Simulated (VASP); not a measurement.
# Al in VASP: notebook, part 2 of 2

VASP 6.6.1. Earlier steps stand in the parts before.

**5. Relaxation of the atoms, PBE**

This run uses another cell than the first one.

INCAR

```
ALGO = Normal ; DIPOL = 0.5 0.5 0.500
EDIFF = 1E-6 ; EDIFFG = -0.01
ENCUT = 520 ; GGA = PE
IBRION = 2 ; IDIPOL = 3
ISIF = 2 ; ISMEAR = -1
LASPH = T ; LCHARG = F
LDIPOL = T ; LREAL = F
LWAVE = F ; NELM = 100
NSW = 60 ; PREC = Accurate
SIGMA = 0.08
```

KPOINTS

```
k-points
0
Gamma
  13 9 1
```

POSCAR

```
Al
1.0
    2.8574853682      0.0000000000      0.0000000000
    0.0000000000      4.0410945620      0.0000000000
    0.0000000000      0.0000000000     21.7150000000
Al
5
Direct
    0.0000000000      0.0000000000      0.3684096079
    0.5000000000      0.5000000000      0.4342048037
    0.0000000000      0.0000000000      0.5000000000
    0.5000000000      0.5000000000      0.5657951963
    0.0000000000      0.0000000000      0.6315903921
```

Potentials or basis: VASP PAW PBE potentials, release 64 (Al).

On the command line:

```
$ cat potpaw_PBE.64/Al/POTCAR > POTCAR
$ mpirun -np 1 vasp_std > vasp.out
```

OUTCAR:

```text
EDIFF = 1E-6
   EDIFFG = -0.01
   ENCUT = 520
   GGA = PE
   IBRION = 2
   ISIF = 2
   ISMEAR = -1
   LASPH = T
   LREAL = F
   NELM = 100
   NSW = 60
   PREC = Accurate

 ion  position               nearest neighbor table
   1  0.000  0.000  0.368-   3 2.86   2 2.86   2 2.86   2 2.86   2 2.86
   2  0.500  0.500  0.434-   1 2.86   1 2.86   1 2.86   1 2.86   3 2.86   3 2.86   3 2.86   3 2.86
                             4 2.86
   3  0.000  0.000  0.500-   1 2.86   5 2.86   4 2.86   2 2.86   2 2.86   4 2.86   2 2.86   4 2.86
                             2 2.86   4 2.86
   4  0.500  0.500  0.566-   5 2.86   5 2.86   5 2.86   5 2.86   3 2.86   3 2.86   3 2.86   3 2.86
                             2 2.86
   5  0.000  0.000  0.632-   3 2.86   4 2.86   4 2.86   4 2.86   4 2.86

  LATTYP: Found a simple orthorhombic cell.
 ALAT       =     2.8574853682
 B/A-ratio  =     1.4142135624
 C/A-ratio  =     7.5993389998

  Lattice vectors:

 A1 = (   2.8574853682,   0.0000000000,   0.0000000000)
 A2 = (   0.0000000000,   4.0410945620,   0.0000000000)
 A3 = (   0.0000000000,   0.0000000000,  21.7150000000)

Analysis of symmetry for initial positions (statically):
=====================================================================
 Subroutine PRICEL returns:
 Original cell was already a primitive cell.

 Routine SETGRP: Setting up the symmetry group for a
 simple orthorhombic supercell.

 Subroutine GETGRP returns: Found  8 space group operations
 (whereof  8 operations were pure point group operations)
 out of a pool of  8 trial point group operations.

The static configuration has the point symmetry D_2h.

Analysis of symmetry for dynamics (positions and initial velocities):
=====================================================================
 Subroutine PRICEL returns:
 Original cell was already a primitive cell.

 Routine SETGRP: Setting up the symmetry group for a
 simple orthorhombic supercell.

 Subroutine GETGRP returns: Found  8 space group operations
 (whereof  8 operations were pure point group operations)
 out of a pool of  8 trial point group operations.

The dynamic configuration has the point symmetry D_2h.

 Subroutine INISYM returns: Found  8 space group operations
 (whereof  8 operations are pure point group operations),
 and found     1 'primitive' translations

----------------------------------------------------------------------------------------

                                     Primitive cell

  volume of cell :     250.7511

  direct lattice vectors                    reciprocal lattice vectors
     2.857485368  0.000000000  0.000000000     0.349958047  0.000000000  0.000000000
     0.000000000  4.041094562  0.000000000     0.000000000  0.247457708  0.000000000
     0.000000000  0.000000000 21.715000000     0.000000000  0.000000000  0.046051117

  length of vectors
     2.857485368  4.041094562 21.715000000     0.349958047  0.247457708  0.046051117

  position of ions in fractional coordinates (direct lattice)
     0.000000000  0.000000000  0.368409608
     0.500000000  0.500000000  0.434204804
     0.000000000  0.000000000  0.500000000
     0.500000000  0.500000000  0.565795196
     0.000000000  0.000000000  0.631590392

[... 104 lines left out ...]
   GGA     = PE    functional components
   LHFCALC =     F    Hartree Fock is set to
   AEXX    =    0.0000 exact exchange contribution
   IVDW    =     0    specifies the selected vdW correction
   LEPSILON=     F    determine dielectric tensor
   LRPA    =     F    only Hartree local field effects (RPA)
 conjugate gradient relaxation of ions
 non-spin polarized calculation
  energy-cutoff  :      520.00
  volume of cell :      250.75
 maximum number of plane-waves:      6783
 NGX is ok and might be reduce to    24
   NGX = 11   NGY = 15   NGZ = 81

--------------------------------------- Ionic step        1  -------------------------------------------

 number of electron      15.0000000 magnetization

 Free energy of the ion-electron system (eV)
  ---------------------------------------------------
  ext. energy  EPLUGINS =         0.00000000
  ---------------------------------------------------
  free energy    TOTEN  =       -17.32402116 eV

  energy without entropy =      -17.27366084  energy(sigma->0) =      -17.29884100

------------------------ aborting loop because EDIFF is reached ----------------------------------------

  FORCE on cell =-STRESS in cart. coord.  units (eV):
  Direction    XX          YY          ZZ          XY          YZ          ZX
  --------------------------------------------------------------------------------------
  -------------------------------------------------------------------------------------
  Total       -1.9020764     -1.0559334     -1.4557321     -0.0000000      0.0000000      0.0000000
  in kB      -12.1533408     -6.7468995     -9.3014186     -0.0000000      0.0000000      0.0000000
  external PRESSURE =      -9.4005530 kB  Pullay stress =       0.0000000 kB
[... 98 lines left out ...]
  FREE ENERGIE OF THE ION-ELECTRON SYSTEM (eV)
  ---------------------------------------------------
  free  energy   TOTEN  =       -17.3518685423 eV

  energy  without entropy=      -17.3088813874  energy(sigma->0) =      -17.33037496

[... ionic steps 4 to 7 ...]

--------------------------------------- Ionic step        8  -------------------------------------------

 number of electron      15.0000000 magnetization

 dipolmoment           0.000000      0.000000     -0.000000 electrons x Angstroem

------------------------ aborting loop because EDIFF is reached ----------------------------------------

  FORCE on cell =-STRESS in cart. coord.  units (eV):
  Direction    XX          YY          ZZ          XY          YZ          ZX
  --------------------------------------------------------------------------------------
  -------------------------------------------------------------------------------------
  Total       -1.1514732     -0.2461005      0.0435523      0.0000000      0.0000000      0.0000000
  in kB       -7.3573522     -1.5724624      0.2782778      0.0000000      0.0000000      0.0000000
  external PRESSURE =      -2.8838456 kB  Pullay stress =       0.0000000 kB
[... 65 lines left out ...]
--------------------------------------- Ionic step       10  -------------------------------------------

 number of electron      15.0000000 magnetization

 dipolmoment           0.000000      0.000000      0.000000 electrons x Angstroem

 Free energy of the ion-electron system (eV)
  ---------------------------------------------------
  ext. energy  EPLUGINS =         0.00000000
  ---------------------------------------------------
  free energy    TOTEN  =       -17.36055533 eV

  energy without entropy =      -17.32466094  energy(sigma->0) =      -17.34260814

 E-fermi :   0.0530     XC(G=0):  -4.2430

 val. band max:        0.0187944397   @ k =   0.3077   0.2222   0.0000
 cond. band min:       0.1529777078   @ k =   0.4615   0.3333   0.0000
 fundamental gap:      0.1341832681
 Fermi energy:         0.0529506267

 k-point     1 :       0.0000    0.0000    0.0000
  band No.  band energies     occupation
      1     -10.6579      2.00000
      2      -8.9241      2.00000
      3      -6.1937      2.00000
      4      -3.3178      2.00000
      5      -2.5047      2.00000
      6      -1.0729      2.00000
      7      -0.9078      1.99999
      8      -0.6031      1.99945
      9       0.6939      0.00066
     10       1.8039      0.00000
     11       2.2410      0.00000
[... 309 lines left out ...]
 k-point    24 :       0.1538    0.3333    0.0000
  band No.  band energies     occupation
      1      -9.2385      2.00000
      2      -7.5389      2.00000
      3      -6.3058      2.00000
      4      -4.8106      2.00000
      5      -4.5631      2.00000
      6      -2.0501      2.00000
      7      -1.8770      2.00000
      8       0.8886      0.00006
      9       1.4309      0.00000
     10       2.7215      0.00000
     11       3.4750      0.00000

 [... further k-points ...]

------------------------ aborting loop because EDIFF is reached ----------------------------------------

 vacuum level on the upper side and lower side of the slab       (xc-potential included)        -0.006        -0.006

  FORCE on cell =-STRESS in cart. coord.  units (eV):
  Direction    XX          YY          ZZ          XY          YZ          ZX
  --------------------------------------------------------------------------------------
  -------------------------------------------------------------------------------------
  Total       -1.1668533     -0.2630461     -0.0008805      0.0000000      0.0000000      0.0000000
  in kB       -7.4556237     -1.6807365     -0.0056261      0.0000000      0.0000000      0.0000000
  external PRESSURE =      -3.0473288 kB  Pullay stress =       0.0000000 kB
[... 20 lines left out ...]
  FREE ENERGIE OF THE ION-ELECTRON SYSTEM (eV)
  ---------------------------------------------------
  free  energy   TOTEN  =       -17.3605553269 eV

  energy  without entropy=      -17.3246609448  energy(sigma->0) =      -17.34260814

 reached required accuracy - stopping structural energy minimisation

 vacuum level on the upper side and lower side of the slab         4.005         4.005
```

OSZICAR:

```text
N       E                     dE             d eps       ncg     rms          rms(c)
DAV:   1     0.510119496512E+02    0.51012E+02   -0.44225E+03   770   0.911E+02
DAV:   2    -0.153315061913E+02   -0.66343E+02   -0.62854E+02  1224   0.137E+02
[... 77 lines left out ...]
DAV:   2    -0.173604896543E+02   -0.34830E-06   -0.12773E-05  1026   0.270E-02    0.230E-03
DAV:   3    -0.173604899170E+02   -0.26268E-06   -0.46889E-07   481   0.620E-03
   9 F= -.17360490E+02 E0= -.17342625E+02  d E =-.602997E-02
       N       E                     dE             d eps       ncg     rms          rms(c)
DAV:   1    -0.173605546597E+02   -0.65005E-04   -0.18154E-03   785   0.301E-01    0.103E-02
DAV:   2    -0.173605558054E+02   -0.11457E-05   -0.72168E-05  1021   0.636E-02    0.513E-03
DAV:   3    -0.173605553269E+02    0.47858E-06   -0.47464E-06   896   0.158E-02
  10 F= -.17360555E+02 E0= -.17342608E+02  d E =-.654099E-04
```

CONTCAR:

```text
Al
   1.00000000000000
     2.8574853681999999    0.0000000000000000    0.0000000000000000
     0.0000000000000000    4.0410945619999996    0.0000000000000000
     0.0000000000000000    0.0000000000000000   21.7149999999999999
  Al
     5
Direct
     0.0000000000000000    0.0000000000000000    0.3734122679034185
     0.5000000000000000    0.5000000000000000    0.4344217808355699
     0.0000000000000000    0.0000000000000000    0.5000000000000000
     0.5000000000000000    0.5000000000000000    0.5655782191644302
     0.0000000000000000    0.0000000000000000    0.6265877320965816

  0.00000000E+00  0.00000000E+00  0.00000000E+00
  0.00000000E+00  0.00000000E+00  0.00000000E+00
  0.00000000E+00  0.00000000E+00  0.00000000E+00
  0.00000000E+00  0.00000000E+00  0.00000000E+00
  0.00000000E+00  0.00000000E+00  0.00000000E+00
```

Run time: 8.9 min. Hardware: 1 thread of Oxide Virtual Turin-like, shared host; peak memory 0.34 GiB.

What came out:

```
Free energy                  : -17.3606 eV
Energy gained by relaxing    : 7.3 meV/atom
Ionic steps                  : 10
Largest force after relaxing : 0.005 eV/Å
Band gap on the k mesh       : zero (an odd number of electrons rules out a gap without spin polarisation)
```

Forces on the atoms (eV/Å):
```
Al   0.000  0.000 -0.003
Al   0.000  0.000  0.005
Al   0.000  0.000  0.000
Al   0.000  0.000 -0.005
Al   0.000  0.000  0.003
```

The path:
```
step  energy change (eV)  largest force (eV/Å)  pressure (GPa)
   1              0.0000                0.3096           -0.94
   2             -0.0096                0.2695           -0.87
   3             -0.0278                0.1318           -0.63
   4             -0.0083                0.3025           -0.08
   5             -0.0304                0.1246           -0.51
   6             -0.0334                0.0947           -0.45
   7             -0.0364                0.0252           -0.31
   8             -0.0365                0.0153           -0.29
   9             -0.0365                0.0142           -0.29
  10             -0.0365                0.0048           -0.30
```

Final structure:
```yaml
crystal:
  lattice:
    - [2.85749, 0.00000, 0.00000]
    - [0.00000, 4.04109, 0.00000]
    - [0.00000, 0.00000, 21.71500]
  atoms:
    - { symbol: Al, position: [0.00000, 0.00000, 0.37341] }
    - { symbol: Al, position: [0.50000, 0.50000, 0.43442] }
    - { symbol: Al, position: [0.00000, 0.00000, 0.50000] }
    - { symbol: Al, position: [0.50000, 0.50000, 0.56558] }
    - { symbol: Al, position: [0.00000, 0.00000, 0.62659] }
```

**6. Summary**

| task | cell | gap on the mesh (eV) |
| --- | --- | --- |
| single point | a = 2.857, b = 4.041, c = 16.500 Å, 5 atoms, atomic positions A | none |
| single point | a = 2.857, b = 4.041, c = 21.715 Å, 5 atoms, atomic positions B | none |
| single point | a = 2.857, b = 4.041, c = 21.715 Å, 5 atoms, atomic positions A | none |
| relaxation of the atoms | atoms relaxed from a = 2.857, b = 4.041, c = 21.715 Å, 5 atoms, atomic positions B | none |

Alike in all rows: level PBE; potentials or basis VASP PAW PBE potentials, release 64 (Al); no spin polarisation; k mesh 13 × 9 × 1; cutoff (eV) 520; smearing fermi-dirac 0.08 eV.

Total energies depend on the potentials used, so only differences within one code and one set of settings carry meaning.
